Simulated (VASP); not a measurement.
Runs of VASP 6.6.1 on Ag. The structure is that of space group P6_3/mmc (No. 194), or close to it. The cells are those of the table. This isn't the form of Ag at room conditions, which is fcc.

```tsv
task	level	potentials or basis	spin	U	cell	k mesh	cutoff (eV)	smearing	LDAUTYPE	hund's J	gap on the mesh (eV)	pressure (GPa)
single point	PBE	VASP PAW PBE potentials, release 64 (Ag)	off	-	a = 2.922, b = 2.922, c = 4.702 Å, angles 90.0, 90.0, 120.0°, 2 atoms	6 × 6 × 4	500	fermi-dirac 0.0680285 eV	-	-	none	3.4
single point	PBE	VASP PAW PBE potentials, release 64 (Ag)	off	-	a = 2.922, b = 2.922, c = 4.702 Å, angles 90.0, 90.0, 120.0°, 2 atoms	6 × 6 × 4	500	gaussian 0.1 eV	-	-	none	3.4
single point	PBE	VASP PAW PBE potentials, release 64 (Ag_sv_GW)	off	-	a = 3.165, b = 3.165, c = 5.092 Å, angles 90.0, 90.0, 120.0°, 2 atoms	3 × 1 × 5	630	gaussian 0.1 eV	-	-	none	-16.2
single point	r2SCAN	VASP PAW PBE potentials, release 64 (Ag)	non-collinear, zero start, SOC	-	a = 2.922, b = 2.922, c = 4.702 Å, angles 90.0, 90.0, 120.0°, 2 atoms	3 × 3 × 1	550	gaussian 0.1 eV	-	-	-	-1.6
single point	PBE+U	VASP PAW PBE potentials, release 64 (Ag)	off	Ag d U = 3.1 eV, J = 0.55 eV	a = 2.922, b = 2.922, c = 4.702 Å, angles 90.0, 90.0, 120.0°, 2 atoms	6 × 6 × 4	500	gaussian 0.1 eV	1	0.55	none	2.9
relaxation of cell and atoms	LDA	VASP PAW LDA potentials, release 64 (Ag)	off	-	relaxed from a = 2.922, b = 2.922, c = 4.702 Å, angles 90.0, 90.0, 120.0°, 2 atoms	3 × 3 × 2	500	fermi-dirac 0.00861733 eV	-	-	none	-0.1
single point	PBEsol	VASP PAW PBE potentials, release 64 (Ag)	off	-	a = 2.922, b = 2.922, c = 4.702 Å, angles 90.0, 90.0, 120.0°, 2 atoms	6 × 6 × 4	500	fermi-dirac 0.1 eV	-	-	none	(a)
```

Q: Estimate the missing entries.

A: (a) -3.8.

Caveats: all runs use coarse meshes; the PAW data sets were made with another functional, which shifts forces and pressure a little (at least some runs); U without spin polarisation on a metal has little footing (at least some runs); the U is typed as a test and isn't derived for this compound (at least some runs).

A k mesh can miss the band edges, and rows without SOC leave out spin-orbit coupling on Ag.

A gap of «none» marks levels without a gap at the run's occupations.

The runs don't all hold the same shells in valence.
